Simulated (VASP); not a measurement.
# MnS (Fm-3m) in VASP: a series of runs

Aim: see how the results for MnS move with the level of theory and the settings. Levels: PBE, LDA. Tasks: single point.

All numbers are computed with VASP 6.6.1; they aren't measurements. Logs are shortened: lines on timing, memory, paths and dates and some standing lists are left out, and cuts for length are marked.

## 1. The cell of the first run

Symmetry: Fm-3m, No. 225, cubic system. The conventional cell has a = 5.209 Å, b = 5.209 Å, c = 5.209 Å, α = 90.00°, β = 90.00°, γ = 90.00°. Within 3.4 Å of Mn (site symmetry m-3m) lie 6 S at 2.60 Å. S (site symmetry m-3m) has 6 Mn at 2.60 Å within 3.4 Å.

## 2. Single point, PBE, collinear spin, ferromagnetic start

INCAR reads:

```
PREC = Accurate
ENCUT = 680
EDIFF = 1E-6
ISMEAR = -1
SIGMA = 0.05
LREAL = False
LASPH = True
NELM = 200
ALGO = Normal
ISIF = 2
LWAVE = False
LCHARG = False
ISPIN = 2
MAGMOM = 6 0
LORBIT = 11
NUPDOWN = 6.0
LMAXMIX = 4
GGA = PE
NBANDS = 22
GGA_COMPAT = False
```

KPOINTS reads:

```
Automatic mesh
0
Gamma
  7 7 7
```

POSCAR reads:

```
MnS
1.0
    0.0000000000      2.6045000000      2.6045000000
    2.6045000000      0.0000000000      2.6045000000
    2.6045000000      2.6045000000      0.0000000000
Mn S
1 1
Direct
    0.0000000000      0.0000000000      0.0000000000
    0.5000000000      0.5000000000      0.5000000000
```

Potentials or basis: VASP PAW PBE potentials, release 64 (Mn_sv, S).

Run with:

```sh
> cat potpaw_PBE.64/Mn_sv/POTCAR potpaw_PBE.64/S/POTCAR > POTCAR
> mpirun -np 1 vasp_std > vasp.out
```

OUTCAR:

```text
PREC = Accurate
   ENCUT = 680
   EDIFF = 1E-6
   ISMEAR = -1
   LREAL = False
   LASPH = True
   NELM = 200
   ISIF = 2
   ISPIN = 2
   LORBIT = 11
   NUPDOWN = 6.0
   GGA = PE

 ion  position               nearest neighbor table
   1  0.000  0.000  0.000-   2 2.60   2 2.60   2 2.60   2 2.60   2 2.60   2 2.60
   2  0.500  0.500  0.500-   1 2.60   1 2.60   1 2.60   1 2.60   1 2.60   1 2.60

  LATTYP: Found a face centered cubic cell.
 ALAT       =     5.2090000000

  Lattice vectors:

 A1 = (   0.0000000000,   2.6045000000,   2.6045000000)
 A2 = (   2.6045000000,   0.0000000000,   2.6045000000)
 A3 = (   2.6045000000,   2.6045000000,   0.0000000000)

Analysis of symmetry for initial positions (statically):
=====================================================================
 Subroutine PRICEL returns:
 Original cell was already a primitive cell.

 Routine SETGRP: Setting up the symmetry group for a
 face centered cubic supercell.

 Subroutine GETGRP returns: Found 48 space group operations
 (whereof 48 operations were pure point group operations)
 out of a pool of 48 trial point group operations.

The static configuration has the point symmetry O_h .

Analysis of symmetry for dynamics (positions and initial velocities):
=====================================================================
 Subroutine PRICEL returns:
 Original cell was already a primitive cell.

 Routine SETGRP: Setting up the symmetry group for a
 face centered cubic supercell.

 Subroutine GETGRP returns: Found 48 space group operations
 (whereof 48 operations were pure point group operations)
 out of a pool of 48 trial point group operations.

The dynamic configuration has the point symmetry O_h .

Analysis of structural, dynamic, and magnetic symmetry:
=====================================================================
 Subroutine PRICEL returns:
 Original cell was already a primitive cell.

 Routine SETGRP: Setting up the symmetry group for a
 face centered cubic supercell.

 Subroutine GETGRP returns: Found 48 space group operations
 (whereof 48 operations were pure point group operations)
 out of a pool of 48 trial point group operations.

The overall configuration has the point symmetry O_h .

 Subroutine INISYM returns: Found 48 space group operations
 (whereof 48 operations are pure point group operations),
 and found     1 'primitive' translations

----------------------------------------------------------------------------------------

                                     Primitive cell

  volume of cell :      35.3348

  direct lattice vectors                    reciprocal lattice vectors
     0.000000000  2.604500000  2.604500000    -0.191975427  0.191975427  0.191975427
     2.604500000  0.000000000  2.604500000     0.191975427 -0.191975427  0.191975427
     2.604500000  2.604500000  0.000000000     0.191975427  0.191975427 -0.191975427

  length of vectors
     3.683319223  3.683319223  3.683319223     0.332511194  0.332511194  0.332511194

  position of ions in fractional coordinates (direct lattice)
     0.000000000  0.000000000  0.000000000
     0.500000000  0.500000000  0.500000000

  ion indices of the primitive-cell ions
   primitive index   ion index
                 1           1
                 2           2

----------------------------------------------------------------------------------------

 KPOINTS: Automatic mesh

Automatic generation of k-mesh.
 Grid dimensions read from file:
 generate k-points for:    7    7    7

 Generating k-lattice:

  Cartesian coordinates                     Fractional coordinates (reciprocal lattice)
    -0.027425061  0.027425061  0.027425061     0.142857143  0.000000000  0.000000000
     0.027425061 -0.027425061  0.027425061     0.000000000  0.142857143  0.000000000
     0.027425061  0.027425061 -0.027425061     0.000000000  0.000000000  0.142857143

  Length of vectors
     0.047501599  0.047501599  0.047501599

  Shift w.r.t. Gamma in fractional coordinates (k-lattice)
     0.000000000  0.000000000  0.000000000

 Subroutine IBZKPT returns following result:
 ===========================================

 Found     20 irreducible k-points:

 Following reciprocal coordinates:
            Coordinates               Weight
  0.000000  0.000000  0.000000      1.000000
  0.142857  0.000000  0.000000      8.000000
  0.285714  0.000000  0.000000      8.000000
  0.428571  0.000000  0.000000      8.000000
  0.142857  0.142857  0.000000      6.000000
  0.285714  0.142857  0.000000     24.000000
[... 12 lines left out ...]
 -0.428571  0.428571  0.142857     24.000000
 -0.285714  0.428571  0.142857     24.000000
   k-points           NKPTS =     20   k-points in BZ     NKDIM =     20   number of bands    NBANDS=     22
   number of dos      NEDOS =    301   number of ions     NIONS =      2
   total plane-waves  NPLWV =  32768
   dimension x,y,z NGX =    32 NGY =   32 NGZ =   32
   dimension x,y,z NGXF=    64 NGYF=   64 NGZF=   64
   ions per type =               1   1
   NGX,Y,Z   is equivalent  to a cutoff of  14.44, 14.44, 14.44 a.u.
   NGXF,Y,Z  is equivalent  to a cutoff of  28.89, 28.89, 28.89 a.u.
 SYSTEM =  unknown system
   PREC   = accura    normal or accurate (medium, high low for compatibility)
   ISTART =      0    job   : 0-new  1-cont  2-samecut
   ICHARG =      2    charge: 1-file 2-atom 10-const
   ISPIN  =      2    spin polarized calculation?
   LNONCOLLINEAR =      F non collinear calculations
   LSORBIT =      F    spin-orbit coupling
   LASPH  =      T    aspherical Exc in radial PAW
   ENCUT  =  680.0 eV  49.98 Ry    7.07 a.u.   7.83  7.83  7.83*2*pi/ulx,y,z
   NELM   =    200;   NELMIN=  2; NELMDL= -5     # of ELM steps
   EDIFF  = 0.1E-05   stopping-criterion for ELM
   LREAL  =      F    real-space projection
   EDIFFG = 0.1E-04   stopping-criterion for IOM
   NSW    =      0    number of steps for IOM
   IBRION =     -1    ionic relax: 0-MD 1-quasi-New 2-CG
   NFREE  =      0    steps in history (QN), initial steepest desc. (CG)
   ISIF   =      2    stress and relaxation
   ISYM   =      2    0-nonsym 1-usesym 2-fastsym
   POTIM  = 0.5000    time-step for ionic-motion
   TEBEG  =    0.0;   TEEND  =   0.0 temperature during run
   PSTRESS=    0.0 pullay stress
   NELECT =      21.0000    total number of electrons
   NUPDOWN=       6.0000    fix difference up-down
   EMIN   =  10.00;   EMAX   =-10.00  energy-range for DOS
   EFERMI =   0.00;   METHOD = LEGACY
   ISMEAR =    -1;   SIGMA  =   0.05  broadening in eV -4-tet -1-fermi 0-gaus
   EFERMI_NEDOS =   21; number of points for ismear=-14 and -15
   IALGO  =     38    algorithm
   IMIX   =      4    mixing-type and parameters
     AMIX     =   0.40;   BMIX     =  1.00
     AMIX_MAG =   1.60;   BMIX_MAG =  1.00
  volume/ion in A,a.u.               =      17.67       119.23
  Fermi-wavevector in a.u.,A,eV,Ry     =   1.376407  2.601032 25.776190  1.894496
  Thomas-Fermi vector in A             =   2.501655
   LORBIT       =     11    0 simple, 1 ext, 2 COOP (PROOUT), +10 PAW based schemes
   GGA     = PE    functional components
   LHFCALC =     F    Hartree Fock is set to
   AEXX    =    0.0000 exact exchange contribution
   IVDW    =     0    specifies the selected vdW correction
   LEPSILON=     F    determine dielectric tensor
   LRPA    =     F    only Hartree local field effects (RPA)
 spin polarized calculation
  energy-cutoff  :      680.00
  volume of cell :       35.33
 maximum number of plane-waves:      1436
   NGX = 15   NGY = 15   NGZ = 15

 number of electron      20.9999996 magnetization       5.9999998

 Free energy of the ion-electron system (eV)
  ---------------------------------------------------
  ext. energy  EPLUGINS =         0.00000000
  ---------------------------------------------------
  free energy    TOTEN  =       -11.42568410 eV

  energy without entropy =      -11.40889726  energy(sigma->0) =      -11.41729068

 E-fermi :   4.7559     XC(G=0): -10.6849

 val. band max:       11.0969983192   @ k =  -0.2857   0.4286   0.1429
 cond. band min:       4.9156964616   @ k =   0.1429   0.0000   0.0000
 fundamental gap:     -6.1813018576
 Fermi energy:        11.1397432730

 spin component 1

 k-point     1 :       0.0000    0.0000    0.0000
  band No.  band energies     occupation
      1     -74.3005      1.00000
      2     -43.0377      1.00000
      3     -43.0377      1.00000
      4     -43.0377      1.00000
      5      -7.3401      1.00000
      6       4.2327      1.00000
[... 14 lines left out ...]
     21      19.5715      0.00000
     22      19.5715      0.00000

 k-point     2 :       0.1429    0.0000    0.0000
  band No.  band energies     occupation
      1     -74.3004      1.00000
      2     -43.0393      1.00000
      3     -43.0380      1.00000
      4     -43.0380      1.00000
      5      -7.1419      1.00000
      6       3.4989      1.00000
[... 14 lines left out ...]
     21      20.6393      0.00000
     22      22.3955      0.00000

 k-point     3 :       0.2857    0.0000    0.0000
  band No.  band energies     occupation
      1     -74.3002      1.00000
      2     -43.0427      1.00000
      3     -43.0385      1.00000
      4     -43.0385      1.00000
      5      -6.6294      1.00000
      6       1.7507      1.00000
[... 14 lines left out ...]
     21      24.1888      0.00000
     22      25.8684      0.00000
[... 376 lines left out ...]
 k-point    19 :      -0.4286    0.4286    0.1429
  band No.  band energies     occupation
      1     -74.2998      1.00000
      2     -43.0443      1.00000
      3     -43.0415      1.00000
      4     -43.0407      1.00000
      5      -5.9071      1.00000
      6       1.4818      1.00000
[... 14 lines left out ...]
     21      22.8745      0.00000
     22      25.8964      0.00000

 k-point    20 :      -0.2857    0.4286    0.1429
  band No.  band energies     occupation
      1     -74.2998      1.00000
      2     -43.0434      1.00000
      3     -43.0430      1.00000
      4     -43.0406      1.00000
      5      -5.8313      1.00000
      6       1.7612      1.00000
[... 14 lines left out ...]
     21      24.0138      0.00000
     22      26.0472      0.00000
 Fermi energy:         4.7558632444

 spin component 2

 k-point     1 :       0.0000    0.0000    0.0000
  band No.  band energies     occupation
      1     -69.3951      1.00000
      2     -38.2165      1.00000
      3     -38.2165      1.00000
      4     -38.2165      1.00000
      5      -6.4342      1.00000
      6       6.1802      0.00000
[... 14 lines left out ...]
     21      21.8851      0.00000
     22      21.8851      0.00000

 k-point     2 :       0.1429    0.0000    0.0000
  band No.  band energies     occupation
      1     -69.3949      1.00000
      2     -38.2186      1.00000
      3     -38.2169      1.00000
      4     -38.2169      1.00000
      5      -6.2440      1.00000
      6       4.9157      0.03929
[... 14 lines left out ...]
     21      22.3250      0.00000
     22      24.4043      0.00000

 k-point     3 :       0.2857    0.0000    0.0000
  band No.  band energies     occupation
      1     -69.3947      1.00000
      2     -38.2232      1.00000
      3     -38.2175      1.00000
      4     -38.2175      1.00000
      5      -5.7563      1.00000
      6       3.0157      1.00000
[... 14 lines left out ...]
     21      25.2355      0.00000
     22      27.8200      0.00000
[... 376 lines left out ...]
 k-point    19 :      -0.4286    0.4286    0.1429
  band No.  band energies     occupation
      1     -69.3943      1.00000
      2     -38.2252      1.00000
      3     -38.2215      1.00000
      4     -38.2204      1.00000
      5      -5.0398      1.00000
      6       2.5696      1.00000
[... 14 lines left out ...]
     21      24.2284      0.00000
     22      27.4290      0.00000

 k-point    20 :      -0.2857    0.4286    0.1429
  band No.  band energies     occupation
      1     -69.3943      1.00000
      2     -38.2240      1.00000
      3     -38.2235      1.00000
      4     -38.2202      1.00000
      5      -4.9719      1.00000
      6       3.0062      1.00000
[... 14 lines left out ...]
     21      25.2786      0.00000
     22      27.5950      0.00000

------------------------ aborting loop because EDIFF is reached ----------------------------------------

  FORCE on cell =-STRESS in cart. coord.  units (eV):
  Direction    XX          YY          ZZ          XY          YZ          ZX
  --------------------------------------------------------------------------------------
  -------------------------------------------------------------------------------------
  Total        2.7629961      2.7629961      2.7629961      0.0000000      0.0000000     -0.0000000
  in kB      125.2817375    125.2817375    125.2817375      0.0000000      0.0000000     -0.0000000
  external PRESSURE =     125.2817375 kB  Pullay stress =       0.0000000 kB

 VOLUME and BASIS-vectors are now :
 -----------------------------------------------------------------------------
  energy-cutoff  :      680.00
  volume of cell :       35.33
      direct lattice vectors                 reciprocal lattice vectors
     0.000000000  2.604500000  2.604500000    -0.191975427  0.191975427  0.191975427
     2.604500000  0.000000000  2.604500000     0.191975427 -0.191975427  0.191975427
     2.604500000  2.604500000  0.000000000     0.191975427  0.191975427 -0.191975427

 POSITION                                       TOTAL-FORCE (eV/Angst)
 -----------------------------------------------------------------------------------
      0.00000      0.00000      0.00000        -0.000000     -0.000000     -0.000000
      2.60450      2.60450      2.60450         0.000000      0.000000      0.000000
 -----------------------------------------------------------------------------------
    total drift:                                0.000000     -0.000000     -0.000000

  FREE ENERGIE OF THE ION-ELECTRON SYSTEM (eV)
  ---------------------------------------------------
  free  energy   TOTEN  =       -11.4256840981 eV

  energy  without entropy=      -11.4088972566  energy(sigma->0) =      -11.41729068

 total charge

# of ion       s       p       d       tot
------------------------------------------
    1        2.195   6.014   4.572  12.781
    2        1.364   2.298   0.000   3.663
--------------------------------------------------
tot          3.559   8.313   4.572  16.444

 magnetization (x)

# of ion       s       p       d       tot
------------------------------------------
    1        0.109   0.035   4.206   4.350
    2        0.065   0.407   0.000   0.472
--------------------------------------------------
tot          0.174   0.443   4.206   4.823
```

Wall time 17 s (1 thread of Intel Xeon 6975P-C (Granite Rapids), shared host); peak memory 0.21 GiB.

What came out:

- Free energy: -11.4257 eV
- Pressure: 12.5 GPa
- Net moment: 6.00 μB per cell
- Site moments: Mn +4.35; S +0.47 μB
- Valence electrons inside the program's atomic spheres: Mn 12.78; S 3.66

Caveat: the cell stands under pressure; the total moment is fixed, so each spin has its own Fermi level and the state may be an excited one; a cell with one magnetic atom can't hold antiferromagnetic order, which such compounds often take.

(Part 1 of 2 ends here.)
